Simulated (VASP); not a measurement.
# Cs (Fm-3m) in VASP: single point with PBE

Aim: the single point of Cs with PBE.

Everything below comes from runs of VASP 6.6.1. Logs are shortened: lines on timing, memory, paths and dates and some standing lists are left out, and cuts for length are marked.

### Step 1. The cell of the first run

The structure is cubic, space group Fm-3m (No. 225). The conventional cell has a = 7.623 Å, b = 7.623 Å, c = 7.623 Å, α = 90.00°, β = 90.00°, γ = 90.00°.

### Step 2. Single point, PBE

The input, INCAR:

```
SYSTEM = Cs
PREC     = Accurate       ! precision mode
ENCUT    = 520            ! plane-wave cutoff, eV
EDIFF    = 1E-6           ! SCF threshold, eV
ISMEAR   = 0              ! smearing method
SIGMA    = 0.05           ! smearing width, eV
LREAL    = .FALSE.        ! projectors in reciprocal space
LASPH    = .TRUE.         ! aspherical terms in the spheres
NELM     = 100            ! most SCF steps
ALGO     = Normal         ! electronic algorithm
ISIF     = 2              ! what is computed and relaxed
LWAVE    = .FALSE.        ! write WAVECAR
LCHARG   = .TRUE.         ! write CHGCAR
GGA      = PE             ! functional
LELF     = .TRUE.         ! ELF
LVHAR    = .TRUE.       
NBANDS   = 10             ! bands
```

The input, KPOINTS:

```
regular mesh
0
G
  4 4 4
  0 0 0
```

The input, POSCAR:

```
Cs
1.0
    0.0000000000      3.8112616062      3.8112616062
    3.8112616062      0.0000000000      3.8112616062
    3.8112616062      3.8112616062      0.0000000000
Cs
1
Direct
    0.0000000000      0.0000000000      0.0000000000
```

Potentials or basis: VASP PAW PBE potentials, release 64 (Cs_sv).

Command:

```sh
$ cat potpaw_PBE.64/Cs_sv/POTCAR > POTCAR
$ mpirun -np 1 vasp_std > vasp.out
```

OUTCAR:

```text
SYSTEM = Cs
   PREC = Accurate
   ENCUT = 520
   EDIFF = 1E-6
   ISMEAR = 0
   LREAL = .FALSE.
   LASPH = .TRUE.
   NELM = 100
   ISIF = 2
   GGA = PE

 ion  position               nearest neighbor table
   1  0.000  0.000  0.000-

  LATTYP: Found a face centered cubic cell.
 ALAT       =     7.6225232124

  Lattice vectors:

 A1 = (   0.0000000000,   3.8112616062,   3.8112616062)
 A2 = (   3.8112616062,   0.0000000000,   3.8112616062)
 A3 = (   3.8112616062,   3.8112616062,   0.0000000000)

Analysis of symmetry for initial positions (statically):
=====================================================================
 Subroutine PRICEL returns:
 Original cell was already a primitive cell.

 Routine SETGRP: Setting up the symmetry group for a
 face centered cubic supercell.

 Subroutine GETGRP returns: Found 48 space group operations
 (whereof 48 operations were pure point group operations)
 out of a pool of 48 trial point group operations.

The static configuration has the point symmetry O_h .

Analysis of symmetry for dynamics (positions and initial velocities):
=====================================================================
 Subroutine PRICEL returns:
 Original cell was already a primitive cell.

 Routine SETGRP: Setting up the symmetry group for a
 face centered cubic supercell.

 Subroutine GETGRP returns: Found 48 space group operations
 (whereof 48 operations were pure point group operations)
 out of a pool of 48 trial point group operations.

The dynamic configuration has the point symmetry O_h .

 Subroutine INISYM returns: Found 48 space group operations
 (whereof 48 operations are pure point group operations),
 and found     1 'primitive' translations

----------------------------------------------------------------------------------------

                                     Primitive cell

  volume of cell :     110.7226

  direct lattice vectors                    reciprocal lattice vectors
     0.000000000  3.811261606  3.811261606    -0.131190155  0.131190155  0.131190155
     3.811261606  0.000000000  3.811261606     0.131190155 -0.131190155  0.131190155
     3.811261606  3.811261606  0.000000000     0.131190155  0.131190155 -0.131190155

  length of vectors
     5.389937853  5.389937853  5.389937853     0.227228014  0.227228014  0.227228014

  position of ions in fractional coordinates (direct lattice)
     0.000000000  0.000000000  0.000000000

  ion indices of the primitive-cell ions
   primitive index   ion index
                 1           1

----------------------------------------------------------------------------------------

 KPOINTS: regular mesh

Automatic generation of k-mesh.
 Grid dimensions read from file:
 generate k-points for:    4    4    4

 Generating k-lattice:

  Cartesian coordinates                     Fractional coordinates (reciprocal lattice)
    -0.032797539  0.032797539  0.032797539     0.250000000  0.000000000  0.000000000
     0.032797539 -0.032797539  0.032797539     0.000000000  0.250000000  0.000000000
     0.032797539  0.032797539 -0.032797539     0.000000000  0.000000000  0.250000000

  Length of vectors
     0.056807003  0.056807003  0.056807003

  Shift w.r.t. Gamma in fractional coordinates (k-lattice)
     0.000000000  0.000000000  0.000000000

 Subroutine IBZKPT returns following result:
 ===========================================

 Found      8 irreducible k-points:

 Following reciprocal coordinates:
            Coordinates               Weight
  0.000000  0.000000  0.000000      1.000000
  0.250000  0.000000  0.000000      8.000000
  0.500000  0.000000  0.000000      4.000000
  0.250000  0.250000  0.000000      6.000000
  0.500000  0.250000  0.000000     24.000000
 -0.250000  0.250000  0.000000     12.000000
  0.500000  0.500000  0.000000      3.000000
 -0.250000  0.500000  0.250000      6.000000
   k-points           NKPTS =      8   k-points in BZ     NKDIM =      8   number of bands    NBANDS=     10
   number of dos      NEDOS =    301   number of ions     NIONS =      1
   total plane-waves  NPLWV =  64000
   dimension x,y,z NGX =    40 NGY =   40 NGZ =   40
   dimension x,y,z NGXF=    80 NGYF=   80 NGZF=   80
   ions per type =               1
   NGX,Y,Z   is equivalent  to a cutoff of  12.34, 12.34, 12.34 a.u.
   NGXF,Y,Z  is equivalent  to a cutoff of  24.68, 24.68, 24.68 a.u.
 SYSTEM =  Cs
   PREC   = accura    normal or accurate (medium, high low for compatibility)
   ISTART =      0    job   : 0-new  1-cont  2-samecut
   ICHARG =      2    charge: 1-file 2-atom 10-const
   ISPIN  =      1    spin polarized calculation?
   LNONCOLLINEAR =      F non collinear calculations
   LSORBIT =      F    spin-orbit coupling
   LASPH  =      T    aspherical Exc in radial PAW
   ENCUT  =  520.0 eV  38.22 Ry    6.18 a.u.  10.02 10.02 10.02*2*pi/ulx,y,z
   NELM   =    100;   NELMIN=  2; NELMDL= -5     # of ELM steps
   EDIFF  = 0.1E-05   stopping-criterion for ELM
   LREAL  =      F    real-space projection
   EDIFFG = 0.1E-04   stopping-criterion for IOM
   NSW    =      0    number of steps for IOM
   IBRION =     -1    ionic relax: 0-MD 1-quasi-New 2-CG
   NFREE  =      0    steps in history (QN), initial steepest desc. (CG)
   ISIF   =      2    stress and relaxation
   ISYM   =      2    0-nonsym 1-usesym 2-fastsym
   POTIM  = 0.5000    time-step for ionic-motion
   TEBEG  =    0.0;   TEEND  =   0.0 temperature during run
   PSTRESS=    0.0 pullay stress
   NELECT =       9.0000    total number of electrons
   NUPDOWN=      -1.0000    fix difference up-down
   EMIN   =  10.00;   EMAX   =-10.00  energy-range for DOS
   EFERMI =   0.00;   METHOD = LEGACY
   ISMEAR =     0;   SIGMA  =   0.05  broadening in eV -4-tet -1-fermi 0-gaus
   EFERMI_NEDOS =   21; number of points for ismear=-14 and -15
   IALGO  =     38    algorithm
   IMIX   =      4    mixing-type and parameters
     AMIX     =   0.40;   BMIX     =  1.00
     AMIX_MAG =   1.60;   BMIX_MAG =  1.00
  volume/ion in A,a.u.               =     110.72       747.19
  Fermi-wavevector in a.u.,A,eV,Ry     =   0.709159  1.340116  6.842457  0.502906
  Thomas-Fermi vector in A             =   1.795667
   LORBIT       =      0    0 simple, 1 ext, 2 COOP (PROOUT), +10 PAW based schemes
   GGA     = PE    functional components
   LHFCALC =     F    Hartree Fock is set to
   AEXX    =    0.0000 exact exchange contribution
   IVDW    =     0    specifies the selected vdW correction
   LEPSILON=     F    determine dielectric tensor
   LRPA    =     F    only Hartree local field effects (RPA)
 non-spin polarized calculation
 Gauss-broadening in eV      SIGMA  =   0.05
  energy-cutoff  :      520.00
  volume of cell :      110.72
 maximum number of plane-waves:      2998
   NGX = 21   NGY = 21   NGZ = 21

 number of electron       9.0000001 magnetization

 Free energy of the ion-electron system (eV)
  ---------------------------------------------------
  ext. energy  EPLUGINS =         0.00000000
  ---------------------------------------------------
  free energy    TOTEN  =        -0.81826415 eV

  energy without entropy =       -0.81589537  energy(sigma->0) =       -0.81707976

 E-fermi :   0.6966     XC(G=0):  -5.4983

 val. band max:        0.5074569244   @ k =   0.5000   0.0000   0.0000
 cond. band min:       0.7579234983   @ k =   0.5000   0.2500   0.0000
 fundamental gap:      0.2504665740
 Fermi energy:         0.6966343895

 k-point     1 :       0.0000    0.0000    0.0000
  band No.  band energies     occupation
      1     -23.2707      2.00000
      2     -10.0097      2.00000
      3     -10.0097      2.00000
      4     -10.0097      2.00000
      5      -1.1637      2.00000
      6       3.0214      0.00000
      7       3.0214      0.00000
      8       3.0214      0.00000
      9       4.1500      0.00000
     10       4.1500      0.00000

 k-point     2 :       0.2500    0.0000    0.0000
  band No.  band energies     occupation
      1     -23.2670      2.00000
      2     -10.0888      2.00000
      3     -10.0203      2.00000
      4     -10.0203      2.00000
      5      -0.5303      2.00000
      6       2.1829      0.00000
      7       3.1117      0.00000
      8       3.1117      0.00000
      9       4.0563      0.00000
     10       4.0563      0.00000

 k-point     3 :       0.5000    0.0000    0.0000
  band No.  band energies     occupation
      1     -23.2634      2.00000
      2     -10.1648      2.00000
      3     -10.0308      2.00000
      4     -10.0308      2.00000
      5       0.5075      2.00000
      6       1.3586      0.00000
      7       2.8774      0.00000
      8       2.8774      0.00000
      9       4.9752      0.00000
     10       4.9851      0.00000

 k-point     4 :       0.2500    0.2500    0.0000
  band No.  band energies     occupation
      1     -23.2658      2.00000
      2     -10.0856      2.00000
      3     -10.0380      2.00000
      4     -10.0380      2.00000
      5      -0.3274      2.00000
      6       2.0964      0.00000
      7       2.7511      0.00000
      8       3.4638      0.00000
      9       3.4638      0.00000
     10       4.5118      0.00000

 k-point     5 :       0.5000    0.2500    0.0000
  band No.  band energies     occupation
      1     -23.2621      2.00000
      2     -10.1382      2.00000
      3     -10.0713      2.00000
      4     -10.0484      2.00000
      5       0.7579      0.08300
      6       1.5245      0.00000
      7       2.1668      0.00000
      8       3.4248      0.00000
      9       4.1228      0.00000
     10       5.0714      0.00000

 k-point     6 :      -0.2500    0.2500    0.0000
  band No.  band energies     occupation
      1     -23.2634      2.00000
      2     -10.1212      2.00000
      3     -10.0747      2.00000
      4     -10.0309      2.00000
      5       0.3740      2.00000
      6       1.9104      0.00000
      7       2.1044      0.00000
      8       3.3065      0.00000
      9       3.9398      0.00000
     10       4.9702      0.00000

 k-point     7 :       0.5000    0.5000    0.0000
  band No.  band energies     occupation
      1     -23.2609      2.00000
      2     -10.1553      2.00000
      3     -10.0659      2.00000
      4     -10.0659      2.00000
      5       0.8030      0.00264
      6       1.5666      0.00000
      7       2.0447      0.00000
      8       4.6873      0.00000
      9       4.6873      0.00000
     10       4.9937      0.00000

 k-point     8 :      -0.2500    0.5000    0.2500
  band No.  band energies     occupation
      1     -23.2609      2.00000
      2     -10.1110      2.00000
      3     -10.1110      2.00000
      4     -10.0676      2.00000
      5       1.3031      0.00000
      6       1.7714      0.00000
      7       1.7714      0.00000
      8       2.6972      0.00000
      9       5.0744      0.00000
     10       5.1354      0.00000

------------------------ aborting loop because EDIFF is reached ----------------------------------------

  FORCE on cell =-STRESS in cart. coord.  units (eV):
  Direction    XX          YY          ZZ          XY          YZ          ZX
  --------------------------------------------------------------------------------------
  -------------------------------------------------------------------------------------
  Total        0.0858736      0.0858736      0.0858736      0.0000000      0.0000000     -0.0000000
  in kB        1.2426068      1.2426068      1.2426068      0.0000000      0.0000000     -0.0000000
  external PRESSURE =       1.2426068 kB  Pullay stress =       0.0000000 kB

 VOLUME and BASIS-vectors are now :
 -----------------------------------------------------------------------------
  energy-cutoff  :      520.00
  volume of cell :      110.72
      direct lattice vectors                 reciprocal lattice vectors
     0.000000000  3.811261606  3.811261606    -0.131190155  0.131190155  0.131190155
     3.811261606  0.000000000  3.811261606     0.131190155 -0.131190155  0.131190155
     3.811261606  3.811261606  0.000000000     0.131190155  0.131190155 -0.131190155

 POSITION                                       TOTAL-FORCE (eV/Angst)
 -----------------------------------------------------------------------------------
      0.00000      0.00000      0.00000         0.000000      0.000000      0.000000
 -----------------------------------------------------------------------------------
    total drift:                               -0.000000     -0.000000     -0.000000

  FREE ENERGIE OF THE ION-ELECTRON SYSTEM (eV)
  ---------------------------------------------------
  free  energy   TOTEN  =        -0.8182641548 eV

  energy  without entropy=       -0.8158953727  energy(sigma->0) =       -0.81707976
```

Wall time 11 s (1 thread of Intel Xeon 6975P-C, shared host); peak memory 0.22 GiB.

What came out:

```
Free energy : -0.8183 eV
Pressure    : 0.1 GPa
```

Levels at points of the mesh, in eV from the Fermi level:
```csv
k point,band 2,band 3,band 4,band 5,band 6,band 7,band 8,band 9
"(0.00, 0.00, 0.00)",-10.71,-10.71,-10.71,-1.86,2.32,2.32,2.32,3.45
"(0.50, 0.00, 0.00)",-10.86,-10.73,-10.73,-0.19,0.66,2.18,2.18,4.28
"(0.50, 0.50, 0.00)",-10.85,-10.76,-10.76,0.11,0.87,1.35,3.99,3.99
```

Caveat: spin-orbit coupling is left out, which moves the levels of the heavy elements.
